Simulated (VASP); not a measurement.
# Ba (Immm) in VASP: further runs

Runs on Ba. Level: PBEsol. Tasks: single point.

All numbers are computed with VASP 6.6.1; they aren't measurements. Logs are shortened: lines on timing, memory, paths and dates and some standing lists are left out, and cuts for length are marked.

## Step 1: The cell of the first run

It takes space group Immm (No. 71, orthorhombic). Conventional cell: a = 4.500 Å, b = 5.000 Å, c = 5.500 Å, α = 90.00°, β = 90.00°, γ = 90.00°. Within 5.7 Å of Ba (site symmetry mmm) lie 14 Ba at 4.34 to 5.50 Å.

## Step 2: Single point, PBEsol (strain -0.1000 x Voigt [1, -1, 0, 0, 0, 0])

INCAR reads:

```
PREC = Accurate
ENCUT = 520
EDIFF = 1E-7
ISMEAR = 0
SIGMA = 0.15
LREAL = False
LASPH = True
NELM = 100
ALGO = Fast
ISIF = 2
LWAVE = False
LCHARG = True
GGA = PS
LELF = True
LVHAR = True
NBANDS = 11
```

KPOINTS reads:

```
Automatic mesh
0
Gamma
  14 14 14
```

POSCAR reads:

```
Ba
1.0
   -2.2500000000      2.7500000000      2.5000000000
    2.2500000000     -2.7500000000      2.5000000000
    2.2500000000      2.7500000000     -2.5000000000
Ba
1
Direct
    0.0000000000      0.0000000000      0.0000000000
```

Potentials or basis: VASP PAW PBE potentials, release 64 (Ba_sv).

Run with:

```bash
cat potpaw_PBE.64/Ba_sv/POTCAR > POTCAR
mpirun -np 1 vasp_std > vasp.out
```

OUTCAR:

```text
PREC = Accurate
   ENCUT = 520
   EDIFF = 1E-7
   ISMEAR = 0
   LREAL = False
   LASPH = True
   NELM = 100
   ISIF = 2
   GGA = PS

 ion  position               nearest neighbor table
   1  0.000  0.000  0.000-

  LATTYP: Found a body centered orthorhombic cell.
 ALAT       =     4.5000000000
 B/A-ratio  =     1.1111111111
 C/A-ratio  =     1.2222222222

  Lattice vectors:

 A1 = (  -2.2500000000,  -2.7500000000,   2.5000000000)
 A2 = (   2.2500000000,  -2.7500000000,  -2.5000000000)
 A3 = (   2.2500000000,   2.7500000000,   2.5000000000)

Analysis of symmetry for initial positions (statically):
=====================================================================
 Subroutine PRICEL returns:
 Original cell was already a primitive cell.

 Routine SETGRP: Setting up the symmetry group for a
 body centered orthorhombic supercell.

 Subroutine GETGRP returns: Found  8 space group operations
 (whereof  8 operations were pure point group operations)
 out of a pool of  8 trial point group operations.

The static configuration has the point symmetry D_2h.

Analysis of symmetry for dynamics (positions and initial velocities):
=====================================================================
 Subroutine PRICEL returns:
 Original cell was already a primitive cell.

 Routine SETGRP: Setting up the symmetry group for a
 body centered orthorhombic supercell.

 Subroutine GETGRP returns: Found  8 space group operations
 (whereof  8 operations were pure point group operations)
 out of a pool of  8 trial point group operations.

The dynamic configuration has the point symmetry D_2h.

 Subroutine INISYM returns: Found  8 space group operations
 (whereof  8 operations are pure point group operations),
 and found     1 'primitive' translations

----------------------------------------------------------------------------------------

                                     Primitive cell

  volume of cell :      61.8750

  direct lattice vectors                    reciprocal lattice vectors
    -2.250000000  2.750000000  2.500000000     0.000000000  0.181818182  0.200000000
     2.250000000 -2.750000000  2.500000000     0.222222222  0.000000000  0.200000000
     2.250000000  2.750000000 -2.500000000     0.222222222  0.181818182  0.000000000

  length of vectors
     4.344536799  4.344536799  4.344536799     0.270292159  0.298969423  0.287124655

  position of ions in fractional coordinates (direct lattice)
     0.000000000  0.000000000  0.000000000

  ion indices of the primitive-cell ions
   primitive index   ion index
[... 82 lines left out ...]
   TEBEG  =    0.0;   TEEND  =   0.0 temperature during run
   PSTRESS=    0.0 pullay stress
   NELECT =      10.0000    total number of electrons
   NUPDOWN=      -1.0000    fix difference up-down
   EMIN   =  10.00;   EMAX   =-10.00  energy-range for DOS
   EFERMI =   0.00;   METHOD = LEGACY
   ISMEAR =     0;   SIGMA  =   0.15  broadening in eV -4-tet -1-fermi 0-gaus
   EFERMI_NEDOS =   21; number of points for ismear=-14 and -15
   IALGO  =     68    algorithm
   IMIX   =      4    mixing-type and parameters
     AMIX     =   0.40;   BMIX     =  1.00
     AMIX_MAG =   1.60;   BMIX_MAG =  1.00
  volume/ion in A,a.u.               =      61.88       417.55
  Fermi-wavevector in a.u.,A,eV,Ry     =   0.891736  1.685137 10.819265  0.795194
  Thomas-Fermi vector in A             =   2.013595
   LORBIT       =      0    0 simple, 1 ext, 2 COOP (PROOUT), +10 PAW based schemes
   GGA     = PS    functional components
   LHFCALC =     F    Hartree Fock is set to
   AEXX    =    0.0000 exact exchange contribution
   IVDW    =     0    specifies the selected vdW correction
   LEPSILON=     F    determine dielectric tensor
   LRPA    =     F    only Hartree local field effects (RPA)
 non-spin polarized calculation
 RMM-DIIS sequential band-by-band and
 Gauss-broadening in eV      SIGMA  =   0.15
  energy-cutoff  :      520.00
  volume of cell :       61.88
 maximum number of plane-waves:      1688
   NGX = 17   NGY = 17   NGZ = 17

 number of electron      10.0000000 magnetization

 number of electron       9.9999999 magnetization

 Free energy of the ion-electron system (eV)
  ---------------------------------------------------
  ext. energy  EPLUGINS =         0.00000000
  ---------------------------------------------------
  free energy    TOTEN  =        -2.13256963 eV

  energy without entropy =       -2.11897796  energy(sigma->0) =       -2.12577380

 E-fermi :   1.6206     XC(G=0):  -7.5639

 val. band max:        1.6160307489   @ k =  -0.3571   0.4286   0.3571
 cond. band min:       1.6258821560   @ k =   0.2857   0.2857   0.0714
 fundamental gap:      0.0098514071
 Fermi energy:         1.6205772114

 k-point     1 :       0.0000    0.0000    0.0000
  band No.  band energies     occupation
      1     -27.2357      2.00000
      2     -12.1633      2.00000
      3     -12.1605      2.00000
      4     -12.1422      2.00000
      5      -1.1813      2.00000
      6       2.8948      0.00000
      7       3.6522      0.00000
      8       4.0275      0.00000
      9       4.1285      0.00000
     10       5.5059      0.00000
     11       7.9838      0.00000
[... 309 lines left out ...]
 k-point    24 :       0.0714    0.1429    0.0000
  band No.  band energies     occupation
      1     -27.2204      2.00000
      2     -12.3100      2.00000
      3     -12.2081      2.00000
      4     -12.1738      2.00000
      5      -0.5075      2.00000
      6       2.6351      0.00000
      7       3.3601      0.00000
      8       3.9767      0.00000
      9       4.3516      0.00000
     10       5.3134      0.00000
     11       9.2256      0.00000

 [... further k-points ...]

------------------------ aborting loop because EDIFF is reached ----------------------------------------

  FORCE on cell =-STRESS in cart. coord.  units (eV):
  Direction    XX          YY          ZZ          XY          YZ          ZX
  --------------------------------------------------------------------------------------
  -------------------------------------------------------------------------------------
  Total        0.0956843     -0.2720470     -0.2842934      0.0000000      0.0000000      0.0000000
  in kB        2.4776273     -7.0443248     -7.3614298      0.0000000      0.0000000      0.0000000
  external PRESSURE =      -3.9760424 kB  Pullay stress =       0.0000000 kB

 VOLUME and BASIS-vectors are now :
 -----------------------------------------------------------------------------
  energy-cutoff  :      520.00
  volume of cell :       61.88
      direct lattice vectors                 reciprocal lattice vectors
    -2.250000000  2.750000000  2.500000000     0.000000000  0.181818182  0.200000000
     2.250000000 -2.750000000  2.500000000     0.222222222  0.000000000  0.200000000
     2.250000000  2.750000000 -2.500000000     0.222222222  0.181818182  0.000000000

 POSITION                                       TOTAL-FORCE (eV/Angst)
 -----------------------------------------------------------------------------------
      0.00000      0.00000      0.00000         0.000000      0.000000     -0.000000
 -----------------------------------------------------------------------------------
    total drift:                                0.000000      0.000000     -0.000000

  FREE ENERGIE OF THE ION-ELECTRON SYSTEM (eV)
  ---------------------------------------------------
  free  energy   TOTEN  =        -2.1325696280 eV

  energy  without entropy=       -2.1189779624  energy(sigma->0) =       -2.12577380
```

OSZICAR:

```text
N       E                     dE             d eps       ncg     rms          rms(c)
DAV:   1     0.540933333762E+02    0.54093E+02   -0.42281E+03  9416   0.749E+02
DAV:   2     0.565222846183E+00   -0.53528E+02   -0.52070E+02 11412   0.137E+02
DAV:   3    -0.205294170828E+01   -0.26182E+01   -0.25986E+01 12047   0.312E+01
DAV:   4    -0.213191566845E+01   -0.78974E-01   -0.78796E-01 12189   0.504E+00
DAV:   5    -0.213452731173E+01   -0.26116E-02   -0.26113E-02 12609   0.733E-01    0.161E+00
RMM:   6    -0.213315114939E+01    0.13762E-02   -0.28517E-03 10123   0.529E-01    0.963E-01
RMM:   7    -0.213230745710E+01    0.84369E-03   -0.67529E-03 11377   0.830E-01    0.389E-02
RMM:   8    -0.213254910090E+01   -0.24164E-03   -0.15889E-03 13826   0.173E-01    0.248E-02
RMM:   9    -0.213256654977E+01   -0.17449E-04   -0.13469E-04 14521   0.494E-02    0.167E-02
RMM:  10    -0.213256939701E+01   -0.28472E-05   -0.30358E-05 14147   0.379E-02    0.460E-03
RMM:  11    -0.213256970290E+01   -0.30589E-06   -0.64648E-06 15121   0.133E-02    0.390E-03
RMM:  12    -0.213256962805E+01    0.74855E-07   -0.86407E-07 13707   0.620E-03
   1 F= -.21325696E+01 E0= -.21257738E+01  d E =-.135917E-01
```

stdout:

```text
POSCAR found type information on POSCAR Ba
 POSCAR found :  1 types and       1 ions
 scaLAPACK will be used
 -----------------------------------------------------------------------------
|                                                                             |
|                                                                             |
|     You enforced a specific xc type in the INCAR file but a different       |
|     I HOPE YOU KNOW WHAT YOU ARE DOING!                                     |
|                                                                             |
 -----------------------------------------------------------------------------

 LDA part: xc-table for (Slater+PW92), standard interpolation
 POSCAR, INCAR and KPOINTS ok, starting setup
 FFT: planning ... GRIDC
 FFT: planning ... GRID_SOFT
 FFT: planning ... GRID
 WAVECAR not read
 entering main loop
WARNING in EDDRMM: call to ZHEGV failed, returncode =   6  3      5
WARNING in EDDRMM: call to ZHEGV failed, returncode =   6  3      7
WARNING in EDDRMM: call to ZHEGV failed, returncode =   6  3      6
```

Run time: 2.9 min. Hardware: 1 thread of Intel Xeon Platinum 8259CL at 2.50GHz (Skylake/Cascade Lake), shared host; peak memory 0.4 GiB.

Results:

```yaml
Free_energy: -2.1326 eV
Pressure: -0.4 GPa
Band_gap_on_the_k_mesh: zero (bands 5 and 6 overlap by 0.74 eV)
```

Levels at points of the mesh, in eV from the Fermi level:
| k point | band 1 | band 2 | band 3 | band 4 | band 5 | band 6 | band 7 | band 8 | band 9 | band 10 |
| --- | --- | --- | --- | --- | --- | --- | --- | --- | --- | --- |
| (0.00, 0.00, 0.00) | -28.86 | -13.78 | -13.78 | -13.76 | -2.80 | 1.27 | 2.03 | 2.41 | 2.51 | 3.89 |
| (0.50, 0.00, 0.00) | -28.81 | -14.27 | -13.87 | -13.77 | -1.01 | 1.00 | 1.41 | 2.26 | 3.58 | 5.12 |
| (0.00, 0.50, 0.00) | -28.80 | -14.27 | -13.96 | -13.84 | -0.89 | 0.14 | 1.65 | 3.68 | 4.66 | 5.30 |
| (0.50, 0.50, 0.00) | -28.81 | -14.29 | -13.92 | -13.82 | -0.92 | 0.66 | 1.38 | 2.70 | 4.57 | 5.04 |
| (0.50, 0.50, 0.50) | -28.78 | -14.20 | -14.10 | -14.00 | -0.71 | -0.45 | 3.36 | 4.35 | 4.68 | 4.84 |

Caveat: the cell differs from its parent crystal (strain -0.1000 x Voigt [1, -1, 0, 0, 0, 0]); the PAW data sets were made with another functional, which shifts forces and pressure a little; spin-orbit coupling is left out, which moves the levels of the heavy elements.

## Step 3: Single point, PBEsol (strain +0.0875 x Voigt [1, -1, 0, 0, 0, 0])

INCAR reads:

```
ALGO     = Fast           # electronic algorithm
EDIFF    = 1E-7           # SCF threshold, eV
ENCUT    = 520            # plane-wave cutoff, eV
GGA      = PS             # functional
ISIF     = 2              # what is computed and relaxed
ISMEAR   = 0              # smearing method
LASPH    = True           # aspherical terms in the spheres
LCHARG   = False          # write CHGCAR
LREAL    = False          # projectors in reciprocal space
LWAVE    = False          # write WAVECAR
NBANDS   = 11             # bands
NELM     = 60             # most SCF steps
PREC     = Accurate       # precision mode
SIGMA    = 0.15           # smearing width, eV
```

KPOINTS reads:

```
k-points
0
Gamma
  14 14 14
```

POSCAR reads:

```
Ba
1.0
   -2.7187500000      2.2812500000      2.5000000000
    2.7187500000     -2.2812500000      2.5000000000
    2.7187500000      2.2812500000     -2.5000000000
Ba
1
Direct
    0.0000000000      0.0000000000      0.0000000000
```

Potentials or basis: VASP PAW PBE potentials, release 64 (Ba_sv).

Run with:

```bash
cat potpaw_PBE.64/Ba_sv/POTCAR > POTCAR
mpirun -np 1 vasp_std > vasp.out
```

OUTCAR:

```text
EDIFF = 1E-7
   ENCUT = 520
   GGA = PS
   ISIF = 2
   ISMEAR = 0
   LASPH = True
   LREAL = False
   NELM = 60
   PREC = Accurate

 ion  position               nearest neighbor table
   1  0.000  0.000  0.000-

  LATTYP: Found a body centered orthorhombic cell.
 ALAT       =     4.5625000000
 B/A-ratio  =     1.0958904110
 C/A-ratio  =     1.1917808219

  Lattice vectors:

 A1 = (  -2.7187500000,  -2.2812500000,  -2.5000000000)
 A2 = (  -2.7187500000,   2.2812500000,   2.5000000000)
 A3 = (   2.7187500000,   2.2812500000,  -2.5000000000)

Analysis of symmetry for initial positions (statically):
=====================================================================
 Subroutine PRICEL returns:
 Original cell was already a primitive cell.

 Routine SETGRP: Setting up the symmetry group for a
 body centered orthorhombic supercell.

 Subroutine GETGRP returns: Found  8 space group operations
 (whereof  8 operations were pure point group operations)
 out of a pool of  8 trial point group operations.

The static configuration has the point symmetry D_2h.

Analysis of symmetry for dynamics (positions and initial velocities):
[... 169 lines left out ...]
      1     -27.2463      2.00000
      2     -12.1734      2.00000
      3     -12.1716      2.00000
      4     -12.1581      2.00000
      5      -1.1885      2.00000
      6       2.9434      0.00000
      7       3.5883      0.00000
      8       4.0191      0.00000
      9       4.1290      0.00000
     10       5.4372      0.00000
     11       8.0250      0.00000
[... 309 lines left out ...]
 k-point    24 :       0.0714    0.1429   -0.0000
  band No.  band energies     occupation
      1     -27.2325      2.00000
      2     -12.3295      2.00000
      3     -12.1979      2.00000
      4     -12.1787      2.00000
      5      -0.5744      2.00000
      6       2.7181      0.00000
      7       3.4148      0.00000
      8       3.8911      0.00000
      9       4.3782      0.00000
     10       5.2339      0.00000
     11       8.8974      0.00000

 [... further k-points ...]

------------------------ aborting loop because EDIFF is reached ----------------------------------------

  FORCE on cell =-STRESS in cart. coord.  units (eV):
  Direction    XX          YY          ZZ          XY          YZ          ZX
  --------------------------------------------------------------------------------------
  -------------------------------------------------------------------------------------
  Total       -0.2743950      0.0389996     -0.2643259      0.0000000      0.0000000      0.0000000
  in kB       -7.0883413      1.0074618     -6.8282308      0.0000000      0.0000000      0.0000000
  external PRESSURE =      -4.3030367 kB  Pullay stress =       0.0000000 kB

 VOLUME and BASIS-vectors are now :
 -----------------------------------------------------------------------------
  energy-cutoff  :      520.00
  volume of cell :       62.02
      direct lattice vectors                 reciprocal lattice vectors
    -2.718750000  2.281250000  2.500000000     0.000000000  0.219178082  0.200000000
     2.718750000 -2.281250000  2.500000000     0.183908046  0.000000000  0.200000000
     2.718750000  2.281250000 -2.500000000     0.183908046  0.219178082  0.000000000

 POSITION                                       TOTAL-FORCE (eV/Angst)
 -----------------------------------------------------------------------------------
      0.00000      0.00000      0.00000         0.000000      0.000000     -0.000000
 -----------------------------------------------------------------------------------
    total drift:                                0.000000      0.000000     -0.000000

  FREE ENERGIE OF THE ION-ELECTRON SYSTEM (eV)
  ---------------------------------------------------
  free  energy   TOTEN  =        -2.1366147897 eV

  energy  without entropy=       -2.1229887295  energy(sigma->0) =       -2.12980176
```

OSZICAR:

```text
N       E                     dE             d eps       ncg     rms          rms(c)
DAV:   1     0.544552260991E+02    0.54455E+02   -0.42001E+03  9432   0.747E+02
DAV:   2     0.627322462299E+00   -0.53828E+02   -0.52372E+02 11260   0.136E+02
DAV:   3    -0.205633105276E+01   -0.26837E+01   -0.26617E+01 12225   0.314E+01
DAV:   4    -0.213593578862E+01   -0.79605E-01   -0.79434E-01 12138   0.498E+00
DAV:   5    -0.213837656152E+01   -0.24408E-02   -0.24405E-02 12536   0.692E-01    0.161E+00
RMM:   6    -0.213711506009E+01    0.12615E-02   -0.28392E-03 10169   0.529E-01    0.960E-01
RMM:   7    -0.213635370151E+01    0.76136E-03   -0.67484E-03 11357   0.830E-01    0.388E-02
RMM:   8    -0.213659367035E+01   -0.23997E-03   -0.15661E-03 13777   0.171E-01    0.245E-02
RMM:   9    -0.213661141529E+01   -0.17745E-04   -0.13688E-04 14472   0.497E-02    0.164E-02
RMM:  10    -0.213661453752E+01   -0.31222E-05   -0.30317E-05 14152   0.375E-02    0.461E-03
RMM:  11    -0.213661485006E+01   -0.31254E-06   -0.68005E-06 15055   0.136E-02    0.424E-03
RMM:  12    -0.213661478972E+01    0.60346E-07   -0.89594E-07 13774   0.635E-03
   1 F= -.21366148E+01 E0= -.21298018E+01  d E =-.136261E-01
```

stdout:

```text
POSCAR found type information on POSCAR Ba
 POSCAR found :  1 types and       1 ions
 scaLAPACK will be used
 -----------------------------------------------------------------------------
|                                                                             |
|                                                                             |
|     You enforced a specific xc type in the INCAR file but a different       |
|     I HOPE YOU KNOW WHAT YOU ARE DOING!                                     |
|                                                                             |
 -----------------------------------------------------------------------------

 LDA part: xc-table for (Slater+PW92), standard interpolation
 POSCAR, INCAR and KPOINTS ok, starting setup
 FFT: planning ... GRIDC
 FFT: planning ... GRID_SOFT
 FFT: planning ... GRID
 WAVECAR not read
 entering main loop
WARNING in EDDRMM: call to ZHEGV failed, returncode =   6  3      5
```

Wall time 3.1 min (1 thread of Intel Xeon Platinum 8259CL at 2.50GHz (Skylake/Cascade Lake), shared host); peak memory 0.4 GiB.

What came out:

* Free energy: -2.1366 eV
* Pressure: -0.4 GPa
* Band gap on the k mesh: zero (bands 5 and 6 overlap by 0.76 eV)

Stress tensor (GPa, compression positive):
```
-0.71  0.00  0.00
 0.00  0.10  0.00
 0.00  0.00 -0.68
```

Caveat: the cell differs from its parent crystal (strain +0.0875 x Voigt [1, -1, 0, 0, 0, 0]); the PAW data sets were made with another functional, which shifts forces and pressure a little; spin-orbit coupling is left out, which moves the levels of the heavy elements.

(Part 1 of 2 ends here.)
